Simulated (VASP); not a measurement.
# AlSn4 (Im-3m) in VASP: notebook, part 3 of 3

VASP 6.6.1. The steps go on from the part before.

## 6. Relaxation of cell and atoms, PBE

This run uses another cell than the first one, of 28.96 Å³/atom, 1.123 times its volume.

INCAR reads:

```
SYSTEM = AlSn4
ALGO     = Fast           ! electronic algorithm
EDIFF    = 1E-7           ! SCF threshold, eV
EDIFFG   = -0.01          ! ionic threshold
ENCUT    = 600            ! plane-wave cutoff, eV
GGA      = PE             ! functional
IBRION   = 2              ! ionic algorithm
ISIF     = 3              ! what is computed and relaxed
ISMEAR   = 0              ! smearing method
LASPH    = .True.         ! aspherical terms in the spheres
LCHARG   = .False.        ! write CHGCAR
LREAL    = .False.        ! projectors in reciprocal space
LWAVE    = .False.        ! write WAVECAR
NELM     = 80             ! most SCF steps
NSW      = 100            ! ionic steps
PREC     = Accurate       ! precision mode
SIGMA    = 0.1            ! smearing width, eV
```

KPOINTS reads:

```
k-points
0
Gamma
  8 8 8
  0 0 0
```

POSCAR reads:

```
AlSn4
1.0
   -3.3081247900      3.3081247900      3.3081247900
    3.3081247900     -3.3081247900      3.3081247900
    3.3081247900      3.3081247900     -3.3081247900
Al Sn
1 4
Direct
    0.0000000000      0.0000000000      0.0000000000
    0.0000000000      0.0000000000      0.5000000000
    0.5000000000      0.0000000000      0.0000000000
    0.0000000000      0.5000000000      0.0000000000
    0.5000000000      0.5000000000      0.5000000000
```

Potentials or basis: VASP PAW PBE potentials, release 64 (Al, Sn_d).

On the command line:

```console
> cat potpaw_PBE.64/Al/POTCAR potpaw_PBE.64/Sn_d/POTCAR > POTCAR
> mpirun -np 1 vasp_std > vasp.out
```

OUTCAR:

```text
SYSTEM = AlSn4
   EDIFF = 1E-7
   EDIFFG = -0.01
   ENCUT = 600
   GGA = PE
   IBRION = 2
   ISIF = 3
   ISMEAR = 0
   LASPH = .True.
   LREAL = .False.
   NELM = 80
   NSW = 100
   PREC = Accurate

 ion  position               nearest neighbor table
   1  0.000  0.000  0.000-   2 2.86   3 2.86   4 2.86   5 2.86   2 2.86   4 2.86   3 2.86   5 2.86

   2  0.000  0.000  0.500-   1 2.86   1 2.86   4 3.31   5 3.31   3 3.31   4 3.31   3 3.31   5 3.31

   3  0.500  0.000  0.000-   1 2.86   1 2.86   4 3.31   5 3.31   5 3.31   2 3.31   2 3.31   4 3.31

   4  0.000  0.500  0.000-   1 2.86   1 2.86   3 3.31   5 3.31   2 3.31   2 3.31   5 3.31   3 3.31

   5  0.500  0.500  0.500-   1 2.86   1 2.86   3 3.31   4 3.31   3 3.31   4 3.31   2 3.31   2 3.31

  LATTYP: Found a body centered cubic cell.
 ALAT       =     6.6162495800

  Lattice vectors:

 A1 = (  -3.3081247900,   3.3081247900,   3.3081247900)
 A2 = (   3.3081247900,  -3.3081247900,   3.3081247900)
 A3 = (   3.3081247900,   3.3081247900,  -3.3081247900)

Analysis of symmetry for initial positions (statically):
=====================================================================
 Subroutine PRICEL returns:
 Original cell was already a primitive cell.

 Routine SETGRP: Setting up the symmetry group for a
 body centered cubic supercell.

 Subroutine GETGRP returns: Found 48 space group operations
 (whereof 48 operations were pure point group operations)
 out of a pool of 48 trial point group operations.

The static configuration has the point symmetry O_h .

Analysis of symmetry for dynamics (positions and initial velocities):
=====================================================================
 Subroutine PRICEL returns:
[... 189 lines left out ...]
      0.00000      0.00000      0.00000        -0.000000      0.000000     -0.000000
      1.65406      1.65406     -1.65406        -0.000000     -0.000000      0.000000
     -1.65406      1.65406      1.65406         0.000000      0.000000     -0.000000
      1.65406     -1.65406      1.65406        -0.000000      0.000000     -0.000000
      1.65406      1.65406      1.65406        -0.000000     -0.000000     -0.000000
 -----------------------------------------------------------------------------------
    total drift:                                0.000000      0.000000     -0.000000

  FREE ENERGIE OF THE ION-ELECTRON SYSTEM (eV)
  ---------------------------------------------------
  free  energy   TOTEN  =       -18.2318316075 eV

  energy  without entropy=      -18.2182558041  energy(sigma->0) =      -18.22504371

--------------------------------------- Ionic step        2  -------------------------------------------

 number of electron      59.0000015 magnetization

 Free energy of the ion-electron system (eV)
  ---------------------------------------------------
  ext. energy  EPLUGINS =         0.00000000
  ---------------------------------------------------
  free energy    TOTEN  =       -18.23187035 eV

  energy without entropy =      -18.21824929  energy(sigma->0) =      -18.22505982

 E-fermi :   6.3314     XC(G=0):  -9.5361

 val. band max:        6.3142479673   @ k =   0.2500   0.1250   0.0000
 cond. band min:       6.3718721686   @ k =   0.3750   0.1250   0.1250
 fundamental gap:      0.0576242014
 Fermi energy:         6.3313649234

 k-point     1 :       0.0000    0.0000    0.0000
  band No.  band energies     occupation
      1     -15.1471      2.00000
      2     -15.1471      2.00000
      3     -15.1012      2.00000
      4     -15.0734      2.00000
      5     -15.0734      2.00000
      6     -15.0586      2.00000
[... 901 lines left out ...]
     34      10.2182      0.00000
     35      10.8342      0.00000

 [... further k-points ...]
[... 5 lines left out ...]
  --------------------------------------------------------------------------------------
  -------------------------------------------------------------------------------------
  Total        0.0017893      0.0017893      0.0017893      0.0000000     -0.0000000      0.0000000
  in kB        0.0198281      0.0198281      0.0198281      0.0000000     -0.0000000      0.0000000
  external PRESSURE =       0.0198281 kB  Pullay stress =       0.0000000 kB

 VOLUME and BASIS-vectors are now :
 -----------------------------------------------------------------------------
  energy-cutoff  :      600.00
  volume of cell :      144.58
      direct lattice vectors                 reciprocal lattice vectors
    -3.306367770  3.306367770  3.306367770     0.000000000  0.151223347  0.151223347
     3.306367770 -3.306367770  3.306367770     0.151223347  0.000000000  0.151223347
     3.306367770  3.306367770 -3.306367770     0.151223347  0.151223347  0.000000000

 POSITION                                       TOTAL-FORCE (eV/Angst)
 -----------------------------------------------------------------------------------
      3.30637     -3.30637      3.30637         0.000000     -0.000000      0.000000
      1.65318      1.65318     -1.65318         0.000000     -0.000000     -0.000000
     -1.65318      1.65318      1.65318        -0.000000     -0.000000      0.000000
      4.95955      1.65318     -1.65318        -0.000000      0.000000      0.000000
      1.65318      1.65318      1.65318        -0.000000      0.000000     -0.000000
 -----------------------------------------------------------------------------------
    total drift:                                0.000000      0.000000     -0.000000

  FREE ENERGIE OF THE ION-ELECTRON SYSTEM (eV)
  ---------------------------------------------------
  free  energy   TOTEN  =       -18.2318703476 eV

  energy  without entropy=      -18.2182492878  energy(sigma->0) =      -18.22505982

 reached required accuracy - stopping structural energy minimisation
```

CONTCAR:

```text
AlSn4
   1.00000000000000
    -3.3063677702700325    3.3063677702700325    3.3063677702700325
     3.3063677702700325   -3.3063677702700325    3.3063677702700325
     3.3063677702700325    3.3063677702700325   -3.3063677702700325
  Al              Sn
     1     4
Direct
     0.0000000000000000    1.0000000000000000    0.0000000000000000
     0.0000000000000000    0.0000000000000000    0.5000000000000000
     0.5000000000000000    0.0000000000000000    0.0000000000000000
     0.0000000000000000    0.5000000000000000    1.0000000000000000
     0.5000000000000000    0.5000000000000000    0.5000000000000000

  0.00000000E+00  0.00000000E+00  0.00000000E+00
  0.00000000E+00  0.00000000E+00  0.00000000E+00
  0.00000000E+00  0.00000000E+00  0.00000000E+00
  0.00000000E+00  0.00000000E+00  0.00000000E+00
  0.00000000E+00  0.00000000E+00  0.00000000E+00
```

Wall time 6.2 min (1 thread of AMD EPYC 7R43 (Zen 3), shared host); peak memory 0.39 GiB.

Results:

- Free energy: -18.2319 eV
- Relaxed volume: 28.92 Å³/atom
- Relaxed cell: a = 5.727 Å, b = 5.727 Å, c = 5.727 Å, α = 109.47°, β = 109.47°, γ = 109.47°
- Space group after relaxing (to 0.05 Å): Im-3m (No. 229)
- Energy gained by relaxing: 0.0 meV/atom
- Ionic steps: 2
- Pressure after relaxing: 0.0 GPa

Final structure:
```
CELL_PARAMETERS angstrom
-3.30637 3.30637 3.30637
3.30637 -3.30637 3.30637
3.30637 3.30637 -3.30637
ATOMIC_POSITIONS crystal
Al 0.00000 0.00000 0.00000
Sn 0.00000 0.00000 0.50000
Sn 0.50000 0.00000 0.00000
Sn 0.00000 0.50000 0.00000
Sn 0.50000 0.50000 0.50000
```

Caveat: spin-orbit coupling is left out, which moves the levels of the heavy elements.

## 7. Summary

| task | cell | k mesh | cutoff (eV) | gap on the mesh (eV) | pressure (GPa) | relaxed volume (Å³/atom) |
| --- | --- | --- | --- | --- | --- | --- |
| single point | a = 5.512 Å, angles 109.5°, 5 atoms | 4 × 4 × 4 | 520 | none | 5.6 | - |
| single point | a = 5.730 Å, angles 109.5°, 5 atoms | 4 × 4 × 4 | 520 | none | -0.2 | - |
| single point | a = 5.730 Å, angles 109.5°, 5 atoms | 8 × 8 × 8 | 520 | none | -0.1 | - |
| relaxation of cell and atoms | relaxed from a = 5.512 Å, angles 109.5°, 5 atoms | 4 × 4 × 4 | 600 | none | 0.1 | 28.79 |
| relaxation of cell and atoms | relaxed from a = 5.730 Å, angles 109.5°, 5 atoms | 8 × 8 × 8 | 600 | none | 0.0 | 28.92 |

Alike in all rows: level PBE; potentials or basis VASP PAW PBE potentials, release 64 (Al, Sn_d); no spin polarisation; smearing gaussian 0.1 eV.

Caveats: spin-orbit coupling is left out, which moves the levels of the heavy elements.

Total energies depend on the potentials used, so only differences within one code and one set of settings carry meaning.
